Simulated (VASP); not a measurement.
# BiSb2Se (P4/mmm) in VASP: relaxation of cell and atoms with PBE

Aim: the relaxation of cell and atoms of BiSb2Se with PBE.

Everything below comes from runs of VASP 6.6.1. Logs are shortened: lines on timing, memory, paths and dates and some standing lists are left out, and cuts for length are marked.

## Step 1: The cell of the first run

It takes space group P4/mmm (No. 123, tetragonal). The conventional cell has a = 4.805 Å, b = 4.805 Å, c = 4.820 Å, α = 90.00°, β = 90.00°, γ = 90.00°. Sb (site symmetry mmm) has 4 Sb at 3.40 Å and 4 Bi at 3.40 Å and 4 Se at 3.40 Å within 4.5 Å. Within 4.5 Å of Bi (site symmetry 4/mmm) lie 4 Se at 3.40 Å and 8 Sb at 3.40 Å. Se (site symmetry 4/mmm) has 4 Bi at 3.40 Å and 8 Sb at 3.40 Å within 4.5 Å.

The cell was generated, and may not be a known phase.

## Step 2: Relaxation of cell and atoms, PBE

INCAR

```
SYSTEM = BiSb2Se
PREC = Accurate
ENCUT = 600
EDIFF = 1E-6
ISMEAR = 0
SIGMA = 0.1
LREAL = .False.
LASPH = .True.
NELM = 100
ALGO = Normal
ISIF = 3
LWAVE = .False.
LCHARG = .False.
GGA = PE
IBRION = 2
NSW = 100
EDIFFG = -0.01
```

KPOINTS

```
regular mesh
0
Gamma
  10 10 10
  0 0 0
```

POSCAR

```
BiSb2Se
1.0
    4.8053349800      0.0000000000      0.0000000000
    0.0000000000      4.8053349800      0.0000000000
    0.0000000000      0.0000000000      4.8195899600
Sb Bi Se
2 1 1
Direct
    0.5000000000      0.0000000000      0.5000000000
    0.0000000000      0.5000000000      0.5000000000
    0.0000000000      0.0000000000      0.0000000000
    0.5000000000      0.5000000000      0.0000000000
```

Potentials or basis: VASP PAW PBE potentials, release 64 (Sb, Bi_d, Se).

The run is started by

```console
$ cat potpaw_PBE.64/Sb/POTCAR potpaw_PBE.64/Bi_d/POTCAR potpaw_PBE.64/Se/POTCAR > POTCAR
$ mpirun -np 1 vasp_std > vasp.out
```

OUTCAR:

```text
SYSTEM = BiSb2Se
   PREC = Accurate
   ENCUT = 600
   EDIFF = 1E-6
   ISMEAR = 0
   LREAL = .False.
   LASPH = .True.
   NELM = 100
   ISIF = 3
   GGA = PE
   IBRION = 2
   NSW = 100
   EDIFFG = -0.01

 ion  position               nearest neighbor table
   1  0.500  0.000  0.500-   2 3.40   2 3.40   2 3.40   2 3.40   3 3.40   3 3.40   3 3.40   3 3.40

   2  0.000  0.500  0.500-   1 3.40   1 3.40   1 3.40   1 3.40   3 3.40   3 3.40   3 3.40   3 3.40

   3  0.000  0.000  0.000-   1 3.40   2 3.40   1 3.40   2 3.40   2 3.40   2 3.40   1 3.40   1 3.40

   4  0.500  0.500  0.000-

  LATTYP: Found a simple tetragonal cell.
 ALAT       =     4.8053349800
 C/A-ratio  =     1.0029664904

  Lattice vectors:

 A1 = (   4.8053349800,   0.0000000000,   0.0000000000)
 A2 = (   0.0000000000,   4.8053349800,   0.0000000000)
 A3 = (   0.0000000000,   0.0000000000,   4.8195899600)

Analysis of symmetry for initial positions (statically):
=====================================================================
 Subroutine PRICEL returns:
 Original cell was already a primitive cell.

 Routine SETGRP: Setting up the symmetry group for a
 simple tetragonal supercell.

 Subroutine GETGRP returns: Found 16 space group operations
 (whereof 16 operations were pure point group operations)
 out of a pool of 16 trial point group operations.

The static configuration has the point symmetry D_4h.

Analysis of symmetry for dynamics (positions and initial velocities):
=====================================================================
 Subroutine PRICEL returns:
 Original cell was already a primitive cell.

 Routine SETGRP: Setting up the symmetry group for a
 simple tetragonal supercell.

 Subroutine GETGRP returns: Found 16 space group operations
 (whereof 16 operations were pure point group operations)
 out of a pool of 16 trial point group operations.

The dynamic configuration has the point symmetry D_4h.

 Subroutine INISYM returns: Found 16 space group operations
 (whereof 16 operations are pure point group operations),
 and found     1 'primitive' translations

----------------------------------------------------------------------------------------

                                     Primitive cell

  volume of cell :     111.2903

  direct lattice vectors                    reciprocal lattice vectors
     4.805334980  0.000000000  0.000000000     0.208102037  0.000000000  0.000000000
     0.000000000  4.805334980  0.000000000     0.000000000  0.208102037  0.000000000
     0.000000000  0.000000000  4.819589960     0.000000000  0.000000000  0.207486531

  length of vectors
[... 106 lines left out ...]
     AMIX_MAG =   1.60;   BMIX_MAG =  1.00
  volume/ion in A,a.u.               =      27.82       187.76
  Fermi-wavevector in a.u.,A,eV,Ry     =   1.069161  2.020420 15.552878  1.143104
  Thomas-Fermi vector in A             =   2.204831
   LORBIT       =      0    0 simple, 1 ext, 2 COOP (PROOUT), +10 PAW based schemes
   GGA     = PE    functional components
   LHFCALC =     F    Hartree Fock is set to
   AEXX    =    0.0000 exact exchange contribution
   IVDW    =     0    specifies the selected vdW correction
   LEPSILON=     F    determine dielectric tensor
   LRPA    =     F    only Hartree local field effects (RPA)
 conjugate gradient relaxation of ions
 non-spin polarized calculation
 Gauss-broadening in eV      SIGMA  =   0.10
  energy-cutoff  :      600.00
  volume of cell :      111.29
 maximum number of plane-waves:      3759
 NGX is ok and might be reduce to    40
   NGX = 19   NGY = 19   NGZ = 19

--------------------------------------- Ionic step        1  -------------------------------------------

 number of electron      31.0000004 magnetization

 Free energy of the ion-electron system (eV)
  ---------------------------------------------------
  ext. energy  EPLUGINS =         0.00000000
  ---------------------------------------------------
  free energy    TOTEN  =       -14.41276115 eV

  energy without entropy =      -14.39405316  energy(sigma->0) =      -14.40340716

------------------------ aborting loop because EDIFF is reached ----------------------------------------

  FORCE on cell =-STRESS in cart. coord.  units (eV):
  Direction    XX          YY          ZZ          XY          YZ          ZX
  --------------------------------------------------------------------------------------
  -------------------------------------------------------------------------------------
  Total       -1.6519118     -1.6519118     -0.7357215      0.0000000     -0.0000000      0.0000000
  in kB      -23.7815416    -23.7815416    -10.5917221      0.0000000     -0.0000000      0.0000000
  external PRESSURE =     -19.3849351 kB  Pullay stress =       0.0000000 kB
[... 95 lines left out ...]
  FREE ENERGIE OF THE ION-ELECTRON SYSTEM (eV)
  ---------------------------------------------------
  free  energy   TOTEN  =       -14.4435565706 eV

  energy  without entropy=      -14.4255910183  energy(sigma->0) =      -14.43457379

 E-fermi :   7.6160     XC(G=0): -10.2086

 val. band max:        7.6135176172   @ k =   0.5000   0.3000   0.2000
 cond. band min:       7.6239645920   @ k =   0.4000   0.1000   0.5000
 fundamental gap:      0.0104469749
 Fermi energy:         7.6160027694

 k-point     1 :       0.0000    0.0000    0.0000
  band No.  band energies     occupation
      1     -15.7731      2.00000
      2     -15.7582      2.00000
      3     -15.7493      2.00000
      4     -15.7379      2.00000
      5     -15.7379      2.00000
      6      -6.7155      2.00000
[... 517 lines left out ...]
     18       9.1001      0.00000
     19      10.1479      0.00000

 [... further k-points ...]

[... ionic steps 4 to 21 ...]

--------------------------------------- Ionic step       22  -------------------------------------------

 number of electron      31.0000007 magnetization

------------------------ aborting loop because EDIFF is reached ----------------------------------------
[... 71 lines left out ...]
--------------------------------------- Ionic step       24  -------------------------------------------

 number of electron      31.0000005 magnetization

 Free energy of the ion-electron system (eV)
  ---------------------------------------------------
  ext. energy  EPLUGINS =         0.00000000
  ---------------------------------------------------
  free energy    TOTEN  =       -14.90499991 eV

  energy without entropy =      -14.88849276  energy(sigma->0) =      -14.89674634

 E-fermi :   6.8951     XC(G=0):  -9.9305

 val. band max:        6.8930806955   @ k =   0.3000   0.2000   0.0000
 cond. band min:       6.8980315516   @ k =   0.3000   0.1000   0.2000
 fundamental gap:      0.0049508561
 Fermi energy:         6.8951267147

 k-point     1 :       0.0000    0.0000    0.0000
  band No.  band energies     occupation
      1     -16.4993      2.00000
      2     -16.4846      2.00000
      3     -16.4833      2.00000
      4     -16.4713      2.00000
      5     -16.4713      2.00000
      6      -7.1266      2.00000
[... 550 lines left out ...]
  FREE ENERGIE OF THE ION-ELECTRON SYSTEM (eV)
  ---------------------------------------------------
  free  energy   TOTEN  =       -14.9049999148 eV

  energy  without entropy=      -14.8884927556  energy(sigma->0) =      -14.89674634

 reached required accuracy - stopping structural energy minimisation
```

It took 60 min on 1 thread of Intel Xeon 8259CL, shared host; peak memory 0.57 GiB.

Results:

| Item | Value |
| --- | --- |
| Free energy | -14.9050 eV |
| Relaxed volume | 28.26 Å³/atom |
| Relaxed cell | a = 4.289 Å, b = 4.289 Å, c = 6.145 Å, α = 90.00°, β = 90.00°, γ = 90.00° |
| Space group after relaxing (to 0.1 Å) | P4/mmm (No. 123) |
| Energy gained by relaxing | 123.1 meV/atom |
| Ionic steps | 24 |
| Pressure after relaxing | 0.0 GPa |
| Band gap on the k mesh | zero (an odd number of electrons rules out a gap without spin polarisation) |

Step by step:
```tsv
step	energy change (eV)	largest force (eV/Å)	pressure (GPa)	volume (Å³)
1	0.0000	0.0000	-1.94	111.29
2	-0.0294	0.0000	0.80	105.95
3	-0.0308	0.0000	0.28	106.85
4	-0.0457	0.0000	0.40	106.63
5	-0.1089	0.0000	0.87	105.87
6	-0.2423	0.0000	2.49	103.89
7	-0.0786	0.0000	10.42	98.32
8	-0.2903	0.0000	4.32	102.35
9	-0.2789	0.0000	5.84	101.20
10	-0.2802	0.0000	5.87	101.22
11	-0.2839	0.0000	5.91	101.27
12	-0.2906	0.0000	6.01	101.37
13	-0.2976	0.0000	6.25	101.54
14	-0.3062	0.0000	6.07	101.77
15	-0.3308	0.0000	5.56	102.45
16	-0.3740	0.0000	4.58	103.84
17	-0.4380	0.0000	2.81	106.64
18	-0.4871	0.0000	-0.12	112.39
19	-0.4871	0.0000	-0.22	112.61
20	-0.4877	0.0000	-0.21	112.64
21	-0.4893	0.0000	-0.16	112.73
22	-0.4915	0.0000	-0.05	112.89
23	-0.4915	0.0000	0.18	113.21
24	-0.4922	0.0000	0.05	113.05
```

Final structure:
```xyz
4
Lattice="4.2892 0.0000 0.0000 0.0000 4.2892 0.0000 0.0000 0.0000 6.1452" Properties=species:S:1:pos:R:3 pbc="T T T"
Sb    2.1446    0.0000    3.0726
Sb    0.0000    2.1446    3.0726
Bi    0.0000    0.0000    0.0000
Se    2.1446    2.1446    0.0000
```

Caveat: a cell axis changed by over 15 % at a fixed basis, so the end point is rough; spin-orbit coupling is left out, which moves the levels of the heavy elements; this functional lacks dispersion, which binds layers or chains, so the pressure and a relaxed spacing across them are unreliable; an odd number of electrons without spin polarisation forces a metal; a magnetic or distorted state may lie lower.
